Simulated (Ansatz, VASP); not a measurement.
Two plane-wave programs on K

The input INCAR:

```
SYSTEM = K
PREC = Accurate
ENCUT = 600
EDIFF = 1E-6
ISMEAR = -1
SIGMA = 0.15
LREAL = .FALSE.
LASPH = .TRUE.
NELM = 100
ALGO = Fast
ISIF = 3
LWAVE = .FALSE.
LCHARG = .FALSE.
GGA = CA
IBRION = 2
NSW = 80
EDIFFG = -0.001
```

KPOINTS

```
Automatic mesh
0
G
  12 12 12
  0 0 0
```

POSCAR

```
K
1.0
   -2.5247258096      2.5247258096      2.5247258096
    2.5247258096     -2.5247258096      2.5247258096
    2.5247258096      2.5247258096     -2.5247258096
K
1
Direct
    0.0000000000      0.0000000000      0.0000000000
```

Input for Ansatz:

```yaml
crystal:
  lattice:
    - [-2.5247258096, 2.5247258096, 2.5247258096]
    - [2.5247258096, -2.5247258096, 2.5247258096]
    - [2.5247258096, 2.5247258096, -2.5247258096]
  atoms:
    - { symbol: K, position: [0.0, 0.0, 0.0] }
basis:
  ecutwfc: 420
kpoints:
  mp_grid: { grid: [12, 12, 12] }
hamiltonian:
  xc: lda
  pseudopotentials: { kind: paw, azcp: { folder: soft_1 } }
scf:
  occupations: { method: fermi_dirac, width: 0.15 }
output:
  forces: true
  stress: true
  eigenvalues: true
relax:
  adjacent_minimum: "off"
  f_tol: 0.001
  max_steps: 60
  cell: { stress_tol: 0.01 }
```

Alike in both runs: task relaxation of cell and atoms; functional LDA; k mesh 12 × 12 × 12; occupations fermi-dirac, width 0.15 eV; no spin polarisation.

|  | VASP | Ansatz |
| --- | --- | --- |
| version | VASP 6.6.1 | Ansatz 0.2.0 |
| potentials or method | VASP PAW LDA potentials, release 64 (K_sv), cutoff 600 eV | scalar-relativistic, plane waves, PAW |
| valence electrons in the cell | 9 | 9 |

|  | VASP | Ansatz | Ansatz less VASP |
| --- | --- | --- | --- |
| gap on the k mesh at the Fermi level, each at its own relaxed structure (eV) | none | none | - |
| relaxed volume (Å³/atom) | 64.37 | 64.37 | 0.000 |
| relaxed length of the cell vector where the two differ most in proportion (Å) | 4.373 | 4.373 | 0.0000 |

Ansatz warns that its potentials were made for another functional, while VASP's fit it. LDA's correlation is that of Perdew and Zunger in VASP and of Perdew and Wang (1992) in Ansatz. A gap of «none» marks a metal or a gap that the smearing closes.

Noted on VASP's run: the relaxation stopped at its first step, so nothing moved.
